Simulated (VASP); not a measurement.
Ge: relaxation of cell and atoms with PBE

Crystal: Ge.

```
CELL_PARAMETERS angstrom
3.76859 0.00000 0.00000
-1.88429 3.26369 0.00000
0.00000 0.00000 2.33065
ATOMIC_POSITIONS crystal
Ge 0.00000 0.00000 0.00000
Ge 0.33333 0.66667 0.50000
Ge 0.66667 0.33333 0.50000
```

This isn't the form of Ge at room conditions, which is diamond.

```json
{
  "Program": "VASP 6.6.1",
  "Task": "relaxation of cell and atoms",
  "Functional": "PBE",
  "Potentials or basis": "VASP PAW PBE potentials, release 64 (Ge_d)",
  "Cutoff": "500 eV",
  "k mesh": "6 × 6 × 8",
  "Occupations": "gaussian, width 0.1 eV",
  "Spin": "no spin polarisation",
  "Dipole correction": "no",
  "Further INCAR settings": "ALGO = Normal; EDIFF = 1e-07; IBRION = 2; EDIFFG = -0.05; NSW = 80; ISIF = 3"
}
```

```yaml
Relaxed_volume: 19.14 Å³/atom
Relaxed_cell: a = 4.816 Å, b = 4.816 Å, c = 2.858 Å, α = 90.00°, β = 90.00°, γ = 120.00°
Space_group_after_relaxing_to_0.1_Å: P6/mmm (No. 191)
Pressure_after_relaxing: 0.1 GPa
Band_gap_on_the_k_mesh: zero (bands 21 and 22 overlap by 4.71 eV)
```

Stress tensor (GPa, compression positive):
```
 0.20  0.00  0.00
 0.00  0.20  0.00
 0.00  0.00 -0.06
```

Final structure:
```yaml
crystal:
  lattice:
    - [4.81613, 0.00000, 0.00000]
    - [-2.40807, 4.17089, 0.00000]
    - [0.00000, 0.00000, 2.85800]
  atoms:
    - { symbol: Ge, position: [0.00000, 0.00000, 0.00000] }
    - { symbol: Ge, position: [0.33333, 0.66667, 0.50000] }
    - { symbol: Ge, position: [0.66667, 0.33333, 0.50000] }
```

Levels at points of the mesh, in eV from the Fermi level:
```
           k point  band 17  band 18  band 19  band 20  band 21  band 22  band 23  band 24  band 25
(0.00, 0.00, 0.00)    -6.54    -6.24    -3.17    -3.17    -3.03    -3.03     4.25     8.13     8.83
(0.50, 0.00, 0.00)   -10.94    -7.65    -5.33     1.15     1.31     2.96     3.34     4.74     6.24
(0.00, 0.00, 0.50)    -7.90    -2.73    -1.62    -1.22    -0.53    -0.51    -0.51     1.03     1.03
(0.50, 0.00, 0.50)    -6.64    -6.64    -4.75    -2.99    -2.00    -1.68     0.19     4.10     4.77
```

Wall time 2.6 min on 1 thread of AMD EPYC 7R13 Processor (Zen 3) (shared host), peak memory 0.12 GiB.

Caveat: the volume moved by over 15 % at a fixed basis, so the end points are rough.
